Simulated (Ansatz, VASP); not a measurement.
# TaN: VASP beside Ansatz

INCAR

```
SYSTEM = TaN
PREC = Accurate
ENCUT = 520
EDIFF = 1E-6
ISMEAR = 0
SIGMA = 0.15
LREAL = .FALSE.
LASPH = .TRUE.
NELM = 80
ALGO = Normal
ISIF = 2
LWAVE = .FALSE.
LCHARG = .FALSE.
GGA = PE
NBANDS = 24
```

File KPOINTS:

```
Automatic mesh
0
G
  18 18 8
  0 0 0
```

POSCAR

```
TaN
1.0
    3.2368468978      0.0000000000      0.0000000000
   -1.6184234489      2.8031916417      0.0000000000
    0.0000000000      0.0000000000      5.5550766461
Ta N
2 2
Direct
    0.3333333333      0.6666666667      0.0304880884
    0.6666666667      0.3333333333      0.5304880884
    0.3333333333      0.6666666667      0.3545119116
    0.6666666667      0.3333333333      0.8545119116
```

Input for Ansatz:

```yaml
crystal:
  lattice:
    - [3.2368468978, 0.0, 0.0]
    - [-1.6184234489, 2.8031916417, 0.0]
    - [0.0, 0.0, 5.5550766461]
  atoms:
    - { symbol: Ta, position: [0.3333333333, 0.6666666667, 0.0304880884] }
    - { symbol: Ta, position: [0.6666666667, 0.3333333333, 0.5304880884] }
    - { symbol: "N", position: [0.3333333333, 0.6666666667, 0.3545119116] }
    - { symbol: "N", position: [0.6666666667, 0.3333333333, 0.8545119116] }
basis:
  ecutwfc: 520.0
kpoints:
  mp_grid: { grid: [18, 18, 8] }
hamiltonian:
  xc: pbe
  pseudopotentials: { kind: paw, azcp: { folder: soft_1 } }
scf:
  occupations: { method: gaussian, width: 0.15 }
output:
  forces: true
  stress: true
  eigenvalues: true
```

Alike in both runs: task single point; functional PBE; k mesh 18 × 18 × 8; occupations gaussian, width 0.15 eV; no spin polarisation.

|  | VASP | Ansatz |
| --- | --- | --- |
| version | VASP 6.6.1 | Ansatz 0.2.0 |
| potentials or method | VASP PAW PBE potentials, release 64 (Ta_pv, N), cutoff 520 eV | scalar-relativistic, plane waves, PAW |
| valence electrons in the cell | 32 | 36 |

|  | VASP | Ansatz | Ansatz less VASP |
| --- | --- | --- | --- |
| gap on the k mesh at the Fermi level (eV) | none | none | - |
| pressure (GPa) | 25.6 | 24.4 | -1.15 |
| traceless stress, the component that is largest in VASP (GPa) | 46.10 | 44.77 | -1.326 |
| rms of the force components (eV/Å) | 2.426 | 2.338 | -0.0877 |

Atom by atom the forces differ by 0.088 eV/Å (rms over components). A gap of «none» marks a metal or a gap that the smearing closes. VASP's potentials hold 32 valence electrons a cell and Ansatz's 36, so a difference there can come from the potentials and not from the codes.

Neither program's run includes spin-orbit coupling.
